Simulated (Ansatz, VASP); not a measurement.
**Cr: VASP beside Ansatz**

```
Cr
1.0
    -1.40685    1.40685    1.40685
     1.40685   -1.40685    1.40685
     1.40685    1.40685   -1.40685
Cr
1
Direct
  0.00000 0.00000 0.00000
```

Alike in both runs: task single point; functional PBEsol; k mesh 20 × 20 × 20; occupations gaussian, width 0.05 eV; no spin polarisation.

```csv
,VASP,Ansatz
version,VASP 6.6.1,Ansatz 0.2.0
potentials or method,"VASP PAW PBE potentials, release 64 (Cr_pv), cutoff 520 eV","scalar-relativistic, plane waves, PAW"
valence electrons in the cell,12,14
```

Ansatz gave:

```
pressure (GPa) : 0.0
```

**Question.** Which values does VASP return?

**Answer.** Pressure (GPa): -0.5.

VASP's potentials were made for PBE, not for PBEsol. With one functional, cell and mesh, what is left measures potentials, basis and numerics. VASP's potentials hold 12 valence electrons a cell and Ansatz's 14, so a difference there can come from the potentials and not from the codes.
